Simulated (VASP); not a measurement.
# Os (P6_3/mmc) in VASP: notebook, part 2 of 2

VASP 6.6.1. Earlier steps stand in the parts before.

## Step 4: Relaxation of cell and atoms, PBE

INCAR

```
SYSTEM = Os
ALGO = Normal
EDIFF = 1E-7
EDIFFG = -0.005
ENCUT = 600
GGA = PE
IBRION = 2
ISIF = 3
ISMEAR = 0
LASPH = .TRUE.
LCHARG = .FALSE.
LREAL = .FALSE.
LWAVE = .FALSE.
NELM = 60
NSW = 100
PREC = Accurate
SIGMA = 0.1
```

KPOINTS

```
k-points
0
G
  18 18 10
  0 0 0
```

POSCAR

```
Os
1.0
    2.7461342319      0.0000000000      0.0000000000
   -1.3730671160      2.3782220071      0.0000000000
    0.0000000000      0.0000000000      4.3263142200
Os
2
Direct
    0.3333333300      0.6666666700      0.2500000000
    0.6666666700      0.3333333300      0.7500000000
```

Potentials or basis: VASP PAW PBE potentials, release 64 (Os).

Launch:

```console
cat potpaw_PBE.64/Os/POTCAR > POTCAR
mpirun -np 1 vasp_std > vasp.out
```

OUTCAR:

```text
SYSTEM = Os
   EDIFF = 1E-7
   EDIFFG = -0.005
   ENCUT = 600
   GGA = PE
   IBRION = 2
   ISIF = 3
   ISMEAR = 0
   LASPH = .TRUE.
   LREAL = .FALSE.
   NELM = 60
   NSW = 100
   PREC = Accurate

 ion  position               nearest neighbor table
   1  0.333  0.667  0.250-   2 2.68   2 2.68   2 2.68   2 2.68   2 2.68   2 2.68
   2  0.667  0.333  0.750-   1 2.68   1 2.68   1 2.68   1 2.68   1 2.68   1 2.68

  LATTYP: Found a hexagonal cell.
 ALAT       =     2.7461342319
 C/A-ratio  =     1.5754197918

  Lattice vectors:

 A1 = (   2.7461342319,   0.0000000000,   0.0000000000)
 A2 = (  -1.3730671160,   2.3782220071,   0.0000000000)
 A3 = (   0.0000000000,   0.0000000000,   4.3263142200)

Analysis of symmetry for initial positions (statically):
=====================================================================
 Subroutine PRICEL returns:
 Original cell was already a primitive cell.

 Routine SETGRP: Setting up the symmetry group for a
 hexagonal supercell.

 Subroutine GETGRP returns: Found 24 space group operations
 (whereof 12 operations were pure point group operations)
 out of a pool of 24 trial point group operations.

The static configuration has the point symmetry D_3d.
 The point group associated with its full space group is D_6h.

Analysis of symmetry for dynamics (positions and initial velocities):
=====================================================================
 Subroutine PRICEL returns:
 Original cell was already a primitive cell.

 Routine SETGRP: Setting up the symmetry group for a
 hexagonal supercell.

 Subroutine GETGRP returns: Found 24 space group operations
 (whereof 12 operations were pure point group operations)
 out of a pool of 24 trial point group operations.

The dynamic configuration has the point symmetry D_3d.
 The point group associated with its full space group is D_6h.

 Subroutine INISYM returns: Found 24 space group operations
 (whereof 12 operations are pure point group operations),
 and found     1 'primitive' translations

----------------------------------------------------------------------------------------
[... 139 lines left out ...]
  ext. energy  EPLUGINS =         0.00000000
  ---------------------------------------------------
  free energy    TOTEN  =       -22.49621611 eV

  energy without entropy =      -22.48842229  energy(sigma->0) =      -22.49231920

------------------------ aborting loop because EDIFF is reached ----------------------------------------

  FORCE on cell =-STRESS in cart. coord.  units (eV):
  Direction    XX          YY          ZZ          XY          YZ          ZX
  --------------------------------------------------------------------------------------
  -------------------------------------------------------------------------------------
  Total        0.6633307      0.6633307      1.0128595     -0.0000000     -0.0000000      0.0000000
  in kB       37.6139062     37.6139062     57.4338022     -0.0000000     -0.0000000      0.0000000
  external PRESSURE =      44.2205382 kB  Pullay stress =       0.0000000 kB
[... 167 lines left out ...]
--------------------------------------- Ionic step        6  -------------------------------------------

 number of electron      16.0000000 magnetization

 Free energy of the ion-electron system (eV)
  ---------------------------------------------------
  ext. energy  EPLUGINS =         0.00000000
  ---------------------------------------------------
  free energy    TOTEN  =       -22.50057595 eV

  energy without entropy =      -22.49288972  energy(sigma->0) =      -22.49673284

 E-fermi :   9.1634     XC(G=0): -13.9410

 val. band max:        9.1520315742   @ k =   0.2222   0.0556   0.3000
 cond. band min:       9.1680127977   @ k =   0.4444   0.1111   0.4000
 fundamental gap:      0.0159812236
 Fermi energy:         9.1633600873

 k-point     1 :       0.0000    0.0000    0.0000
  band No.  band energies     occupation
      1      -1.5971      2.00000
      2       1.5610      2.00000
      3       6.1972      2.00000
      4       6.1972      2.00000
      5       6.4422      2.00000
      6       7.0102      2.00000
      7       7.0102      2.00000
      8       7.6457      2.00000
      9       7.6457      2.00000
     10       9.1861      0.74744
     11      10.7980      0.00000
     12      10.7980      0.00000
[... 331 lines left out ...]
 k-point    24 :       0.3889    0.1111    0.0000
  band No.  band energies     occupation
      1       2.5227      2.00000
      2       2.6248      2.00000
      3       2.9780      2.00000
      4       5.6539      2.00000
      5       5.7181      2.00000
      6       6.6033      2.00000
      7       7.2885      2.00000
      8      10.6938      0.00000
      9      11.1117      0.00000
     10      11.5771      0.00000
     11      12.9515      0.00000
     12      15.9229      0.00000

 [... further k-points ...]

------------------------ aborting loop because EDIFF is reached ----------------------------------------

  FORCE on cell =-STRESS in cart. coord.  units (eV):
  Direction    XX          YY          ZZ          XY          YZ          ZX
  --------------------------------------------------------------------------------------
  -------------------------------------------------------------------------------------
  Total        0.0014711      0.0014711      0.0011422     -0.0000000     -0.0000000      0.0000000
  in kB        0.0825501      0.0825501      0.0640934     -0.0000000     -0.0000000      0.0000000
  external PRESSURE =       0.0763979 kB  Pullay stress =       0.0000000 kB
[... 17 lines left out ...]
  FREE ENERGIE OF THE ION-ELECTRON SYSTEM (eV)
  ---------------------------------------------------
  free  energy   TOTEN  =       -22.5005759506 eV

  energy  without entropy=      -22.4928897211  energy(sigma->0) =      -22.49673284

 reached required accuracy - stopping structural energy minimisation
```

Run time: 4.8 min. Hardware: 1 thread of Oxide Virtual Turin-like, shared host; peak memory 0.2 GiB.

What came out:

```
Free energy                            : -22.5006 eV
Relaxed volume                         : 14.28 Å³/atom
Relaxed cell                           : a = 2.753 Å, b = 2.753 Å, c = 4.350 Å, α = 90.00°, β = 90.00°, γ = 120.00°
Space group after relaxing (to 0.05 Å) : P6_3/mmc (No. 194)
Energy gained by relaxing              : 2.2 meV/atom
Ionic steps                            : 6
Pressure after relaxing                : 0.0 GPa
Band gap on the k mesh                 : zero (band 8 reaches 11.13 eV, above the bottom of band 9 at 7.32 eV)
```

Step by step:
| step | energy change (eV) | largest force (eV/Å) | pressure (GPa) | volume (Å³) |
| --- | --- | --- | --- | --- |
| 1 | 0.0000 | 0.0000 | 4.42 | 28.25 |
| 2 | 0.0689 | 0.0000 | -16.58 | 29.88 |
| 3 | -0.0043 | 0.0000 | -0.15 | 28.56 |
| 4 | -0.0043 | 0.0000 | -0.07 | 28.56 |
| 5 | -0.0043 | 0.0000 | 0.08 | 28.54 |
| 6 | -0.0044 | 0.0000 | 0.01 | 28.55 |

Final structure:
```
Os
1.0
     2.75292    0.00000    0.00000
    -1.37646    2.38409    0.00000
     0.00000    0.00000    4.35016
Os
2
Direct
  0.33333 0.66667 0.25000
  0.66667 0.33333 0.75000
```

Caveat: spin-orbit coupling is left out, which moves the levels of the heavy elements.

## Step 5: The runs side by side

| task | cell | k mesh | cutoff (eV) | gap on the mesh (eV) | pressure (GPa) |
| --- | --- | --- | --- | --- | --- |
| single point | a = 2.746, b = 2.746, c = 4.326 Å, angles 90.0, 90.0, 120.0°, 2 atoms | 9 × 9 × 4 | 520 | none | 4.1 |
| single point | a = 2.753, b = 2.753, c = 4.351 Å, angles 90.0, 90.0, 120.0°, 2 atoms | 18 × 18 × 10 | 520 | none | -0.2 |
| relaxation of cell and atoms | relaxed from a = 2.746, b = 2.746, c = 4.326 Å, angles 90.0, 90.0, 120.0°, 2 atoms | 18 × 18 × 10 | 600 | none | 0.0 |

Alike in all rows: level PBE; potentials or basis VASP PAW PBE potentials, release 64 (Os); no spin polarisation; smearing gaussian 0.1 eV.

Caveats: some runs use coarse meshes; spin-orbit coupling is left out, which moves the levels of the heavy elements.

Absolute energies hang on the potentials; compare differences alone.
